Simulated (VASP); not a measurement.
# LiNbO3 (Pm-3m) in VASP: further runs

The runs below take LiNbO3 through single point, with PBE.

All numbers are computed with VASP 6.6.1; they aren't measurements. Logs are shortened: lines on timing, memory, paths and dates and some standing lists are left out, and cuts for length are marked.

## Step 1: The cell of the first run

It takes space group Pm-3m (No. 221, cubic). The conventional cell has a = 3.953 Å, b = 3.953 Å, c = 3.953 Å, α = 90.00°, β = 90.00°, γ = 90.00°. Li (site symmetry m-3m) has 12 O at 2.80 Å and 8 Nb at 3.42 Å within 3.7 Å. Nb (site symmetry m-3m) has 6 O at 1.98 Å within 2.6 Å. Within 2.6 Å of O (site symmetry 4/mmm) lie 2 Nb at 1.98 Å.

## Step 2: Single point, PBE (strain +0.5%)

INCAR

```
SYSTEM = LiNbO3
PREC     = Accurate       ! precision mode
ENCUT    = 520            ! plane-wave cutoff, eV
EDIFF    = 1E-7           ! SCF threshold, eV
ISMEAR   = -1             ! smearing method
SIGMA    = 0.02           ! smearing width, eV
LREAL    = .False.        ! projectors in reciprocal space
LASPH    = .True.         ! aspherical terms in the spheres
NELM     = 100            ! most SCF steps
ALGO     = Normal         ! electronic algorithm
ISIF     = 2              ! what is computed and relaxed
LWAVE    = .False.        ! write WAVECAR
LCHARG   = .True.         ! write CHGCAR
GGA      = PE             ! functional
LELF     = .True.         ! ELF
LVHAR    = .True.       
NBANDS   = 25             ! bands
```

KPOINTS

```
Automatic mesh
0
Gamma
  6 6 6
  0 0 0
```

POSCAR

```
LiNbO3
1.0
    3.9528341942      0.0000000000      0.0000000000
    0.0000000000      3.9528341942      0.0000000000
    0.0000000000      0.0000000000      3.9528341942
Li Nb O
1 1 3
Direct
    0.0000000000      0.0000000000      0.0000000000
    0.5000000000      0.5000000000      0.5000000000
    0.5000000000      0.5000000000      0.0000000000
    0.5000000000      0.0000000000      0.5000000000
    0.0000000000      0.5000000000      0.5000000000
```

Potentials or basis: VASP PAW PBE potentials, release 64 (Li_sv, Nb_sv, O).

On the command line:

```console
> cat potpaw_PBE.64/Li_sv/POTCAR potpaw_PBE.64/Nb_sv/POTCAR potpaw_PBE.64/O/POTCAR > POTCAR
> mpirun -np 1 vasp_std > vasp.out
```

OUTCAR:

```text
SYSTEM = LiNbO3
   PREC = Accurate
   ENCUT = 520
   EDIFF = 1E-7
   ISMEAR = -1
   LREAL = .False.
   LASPH = .True.
   NELM = 100
   ISIF = 2
   GGA = PE

 ion  position               nearest neighbor table
   1  0.000  0.000  0.000-
   2  0.500  0.500  0.500-   3 1.98   4 1.98   5 1.98   3 1.98   4 1.98   5 1.98
   3  0.500  0.500  0.000-   2 1.98   2 1.98
   4  0.500  0.000  0.500-   2 1.98   2 1.98
   5  0.000  0.500  0.500-   2 1.98   2 1.98

  LATTYP: Found a simple cubic cell.
 ALAT       =     3.9528341942

  Lattice vectors:

 A1 = (   3.9528341942,   0.0000000000,   0.0000000000)
 A2 = (   0.0000000000,   3.9528341942,   0.0000000000)
 A3 = (   0.0000000000,   0.0000000000,   3.9528341942)

Analysis of symmetry for initial positions (statically):
=====================================================================
 Subroutine PRICEL returns:
 Original cell was already a primitive cell.

 Routine SETGRP: Setting up the symmetry group for a
 simple cubic supercell.

 Subroutine GETGRP returns: Found 48 space group operations
 (whereof 48 operations were pure point group operations)
 out of a pool of 48 trial point group operations.

The static configuration has the point symmetry O_h .

Analysis of symmetry for dynamics (positions and initial velocities):
=====================================================================
 Subroutine PRICEL returns:
 Original cell was already a primitive cell.

 Routine SETGRP: Setting up the symmetry group for a
 simple cubic supercell.

 Subroutine GETGRP returns: Found 48 space group operations
 (whereof 48 operations were pure point group operations)
 out of a pool of 48 trial point group operations.

The dynamic configuration has the point symmetry O_h .

 Subroutine INISYM returns: Found 48 space group operations
 (whereof 48 operations are pure point group operations),
 and found     1 'primitive' translations

----------------------------------------------------------------------------------------

                                     Primitive cell

  volume of cell :      61.7626

  direct lattice vectors                    reciprocal lattice vectors
     3.952834194  0.000000000  0.000000000     0.252983037  0.000000000  0.000000000
     0.000000000  3.952834194  0.000000000     0.000000000  0.252983037  0.000000000
     0.000000000  0.000000000  3.952834194     0.000000000  0.000000000  0.252983037

  length of vectors
     3.952834194  3.952834194  3.952834194     0.252983037  0.252983037  0.252983037

  position of ions in fractional coordinates (direct lattice)
     0.000000000  0.000000000  0.000000000
     0.500000000  0.500000000  0.500000000
     0.500000000  0.500000000  0.000000000
     0.500000000  0.000000000  0.500000000
     0.000000000  0.500000000  0.500000000

  ion indices of the primitive-cell ions
   primitive index   ion index
                 1           1
                 2           2
                 3           3
                 4           4
                 5           5

----------------------------------------------------------------------------------------

 KPOINTS: Automatic mesh

Automatic generation of k-mesh.
 Grid dimensions read from file:
 generate k-points for:    6    6    6

 Generating k-lattice:

  Cartesian coordinates                     Fractional coordinates (reciprocal lattice)
     0.042163840  0.000000000  0.000000000     0.166666667  0.000000000  0.000000000
     0.000000000  0.042163840  0.000000000     0.000000000  0.166666667  0.000000000
     0.000000000  0.000000000  0.042163840     0.000000000  0.000000000  0.166666667

  Length of vectors
     0.042163840  0.042163840  0.042163840

  Shift w.r.t. Gamma in fractional coordinates (k-lattice)
     0.000000000  0.000000000  0.000000000

 Subroutine IBZKPT returns following result:
 ===========================================

 Found     20 irreducible k-points:

 Following reciprocal coordinates:
            Coordinates               Weight
  0.000000  0.000000  0.000000      1.000000
  0.166667  0.000000  0.000000      6.000000
  0.333333  0.000000  0.000000      6.000000
  0.500000  0.000000  0.000000      3.000000
  0.166667  0.166667  0.000000     12.000000
  0.333333  0.166667  0.000000     24.000000
[... 12 lines left out ...]
  0.500000  0.500000  0.333333      6.000000
  0.500000  0.500000  0.500000      1.000000
   k-points           NKPTS =     20   k-points in BZ     NKDIM =     20   number of bands    NBANDS=     25
   number of dos      NEDOS =    301   number of ions     NIONS =      5
   total plane-waves  NPLWV =  27000
   dimension x,y,z NGX =    30 NGY =   30 NGZ =   30
   dimension x,y,z NGXF=    60 NGYF=   60 NGZF=   60
   ions per type =               1   1   3
   NGX,Y,Z   is equivalent  to a cutoff of  12.62, 12.62, 12.62 a.u.
   NGXF,Y,Z  is equivalent  to a cutoff of  25.23, 25.23, 25.23 a.u.
 SYSTEM =  LiNbO3
   PREC   = accura    normal or accurate (medium, high low for compatibility)
   ISTART =      0    job   : 0-new  1-cont  2-samecut
   ICHARG =      2    charge: 1-file 2-atom 10-const
   ISPIN  =      1    spin polarized calculation?
   LNONCOLLINEAR =      F non collinear calculations
   LSORBIT =      F    spin-orbit coupling
   LASPH  =      T    aspherical Exc in radial PAW
   ENCUT  =  520.0 eV  38.22 Ry    6.18 a.u.   7.35  7.35  7.35*2*pi/ulx,y,z
   NELM   =    100;   NELMIN=  2; NELMDL= -5     # of ELM steps
   EDIFF  = 0.1E-06   stopping-criterion for ELM
   LREAL  =      F    real-space projection
   EDIFFG = 0.1E-05   stopping-criterion for IOM
   NSW    =      0    number of steps for IOM
   IBRION =     -1    ionic relax: 0-MD 1-quasi-New 2-CG
   NFREE  =      0    steps in history (QN), initial steepest desc. (CG)
   ISIF   =      2    stress and relaxation
   ISYM   =      2    0-nonsym 1-usesym 2-fastsym
   POTIM  = 0.5000    time-step for ionic-motion
   TEBEG  =    0.0;   TEEND  =   0.0 temperature during run
   PSTRESS=    0.0 pullay stress
   NELECT =      34.0000    total number of electrons
   NUPDOWN=      -1.0000    fix difference up-down
   EMIN   =  10.00;   EMAX   =-10.00  energy-range for DOS
   EFERMI =   0.00;   METHOD = LEGACY
   ISMEAR =    -1;   SIGMA  =   0.02  broadening in eV -4-tet -1-fermi 0-gaus
   EFERMI_NEDOS =   21; number of points for ismear=-14 and -15
   IALGO  =     38    algorithm
   IMIX   =      4    mixing-type and parameters
     AMIX     =   0.40;   BMIX     =  1.00
     AMIX_MAG =   1.60;   BMIX_MAG =  1.00
  volume/ion in A,a.u.               =      12.35        83.36
  Fermi-wavevector in a.u.,A,eV,Ry     =   1.341712  2.535467 24.493076  1.800190
  Thomas-Fermi vector in A             =   2.469923
   LORBIT       =      0    0 simple, 1 ext, 2 COOP (PROOUT), +10 PAW based schemes
   GGA     = PE    functional components
   LHFCALC =     F    Hartree Fock is set to
   AEXX    =    0.0000 exact exchange contribution
   IVDW    =     0    specifies the selected vdW correction
   LEPSILON=     F    determine dielectric tensor
   LRPA    =     F    only Hartree local field effects (RPA)
 non-spin polarized calculation
  energy-cutoff  :      520.00
  volume of cell :       61.76
 maximum number of plane-waves:      1743
 NGX is ok and might be reduce to    30
   NGX = 15   NGY = 15   NGZ = 15

 number of electron      33.9999981 magnetization

 Free energy of the ion-electron system (eV)
  ---------------------------------------------------
  ext. energy  EPLUGINS =         0.00000000
  ---------------------------------------------------
  free energy    TOTEN  =       -39.20503189 eV

  energy without entropy =      -39.20503189  energy(sigma->0) =      -39.20503189

 E-fermi :   3.6770     XC(G=0):  -9.9175

 val. band max:        3.2329127194   @ k =   0.5000   0.5000   0.5000
 cond. band min:       4.9159754734   @ k =   0.0000   0.0000   0.0000
 fundamental gap:      1.6830627540
 Fermi energy:         3.6769880808

 k-point     1 :       0.0000    0.0000    0.0000
  band No.  band energies     occupation
      1     -51.6402      2.00000
      2     -42.3759      2.00000
      3     -27.7249      2.00000
      4     -27.7249      2.00000
      5     -27.7249      2.00000
      6     -14.1713      2.00000
[... 17 lines left out ...]
     24      14.3249      0.00000
     25      14.3251      0.00000

 k-point     2 :       0.1667    0.0000    0.0000
  band No.  band energies     occupation
      1     -51.6394      2.00000
      2     -42.3757      2.00000
      3     -27.7653      2.00000
      4     -27.7235      2.00000
      5     -27.7235      2.00000
      6     -14.0799      2.00000
[... 17 lines left out ...]
     24      12.9708      0.00000
     25      14.1804      0.00000

 k-point     3 :       0.3333    0.0000    0.0000
  band No.  band energies     occupation
      1     -51.6380      2.00000
      2     -42.3756      2.00000
      3     -27.8445      2.00000
      4     -27.7209      2.00000
      5     -27.7209      2.00000
      6     -13.9970      2.00000
[... 17 lines left out ...]
     24      11.9795      0.00000
     25      13.9258      0.00000

 k-point     4 :       0.5000    0.0000    0.0000
  band No.  band energies     occupation
      1     -51.6373      2.00000
      2     -42.3755      2.00000
      3     -27.8833      2.00000
      4     -27.7195      2.00000
      5     -27.7195      2.00000
      6     -13.9751      2.00000
[... 17 lines left out ...]
     24      12.3775      0.00000
     25      13.8221      0.00000
[... 365 lines left out ...]
 k-point    18 :       0.5000    0.3333    0.3333
  band No.  band energies     occupation
      1     -51.6330      2.00000
      2     -42.3752      2.00000
      3     -27.8742      2.00000
      4     -27.8344      2.00000
      5     -27.8339      2.00000
      6     -12.9425      2.00000
[... 17 lines left out ...]
     24      13.2255      0.00000
     25      13.2867      0.00000

 k-point    19 :       0.5000    0.5000    0.3333
  band No.  band energies     occupation
      1     -51.6323      2.00000
      2     -42.3752      2.00000
      3     -27.8726      2.00000
      4     -27.8726      2.00000
      5     -27.8326      2.00000
      6     -12.8875      2.00000
[... 17 lines left out ...]
     24      13.1206      0.00000
     25      13.6593      0.00000

 k-point    20 :       0.5000    0.5000    0.5000
  band No.  band energies     occupation
      1     -51.6316      2.00000
      2     -42.3751      2.00000
      3     -27.8711      2.00000
      4     -27.8711      2.00000
      5     -27.8711      2.00000
      6     -12.5412      2.00000
[... 17 lines left out ...]
     24      13.1846      0.00000
     25      14.6774      0.00000

------------------------ aborting loop because EDIFF is reached ----------------------------------------

  FORCE on cell =-STRESS in cart. coord.  units (eV):
  Direction    XX          YY          ZZ          XY          YZ          ZX
  --------------------------------------------------------------------------------------
  -------------------------------------------------------------------------------------
  Total        0.0199871      0.0199871      0.0199871      0.0000000     -0.0000000      0.0000000
  in kB        0.5184823      0.5184823      0.5184823      0.0000000     -0.0000000      0.0000000
  external PRESSURE =       0.5184823 kB  Pullay stress =       0.0000000 kB

 VOLUME and BASIS-vectors are now :
 -----------------------------------------------------------------------------
  energy-cutoff  :      520.00
  volume of cell :       61.76
      direct lattice vectors                 reciprocal lattice vectors
     3.952834194  0.000000000  0.000000000     0.252983037  0.000000000  0.000000000
     0.000000000  3.952834194  0.000000000     0.000000000  0.252983037  0.000000000
     0.000000000  0.000000000  3.952834194     0.000000000  0.000000000  0.252983037

 POSITION                                       TOTAL-FORCE (eV/Angst)
 -----------------------------------------------------------------------------------
      0.00000      0.00000      0.00000         0.000000      0.000000      0.000000
      1.97642      1.97642      1.97642         0.000000      0.000000      0.000000
      1.97642      1.97642      0.00000         0.000000      0.000000      0.000000
      1.97642      0.00000      1.97642         0.000000      0.000000      0.000000
      0.00000      1.97642      1.97642         0.000000      0.000000      0.000000
 -----------------------------------------------------------------------------------
    total drift:                                0.000000      0.000000     -0.000000

  FREE ENERGIE OF THE ION-ELECTRON SYSTEM (eV)
  ---------------------------------------------------
  free  energy   TOTEN  =       -39.2050318943 eV

  energy  without entropy=      -39.2050318943  energy(sigma->0) =      -39.20503189
```

Run time: 54 s. Hardware: 1 thread of AMD EPYC 7R13, shared host; peak memory 0.15 GiB.

What came out:

```
Free energy            : -39.2050 eV
Band gap on the k mesh : 1.68 eV (least direct gap 2.48 eV)
```

Caveat: the cell differs from its parent crystal (strain +0.5%); the cutoff is under 1.25 times the usual one of these potentials, so pressure, stress and relaxed cells hold a basis-set (Pulay) error.

(Continued in part 2 of 2.)
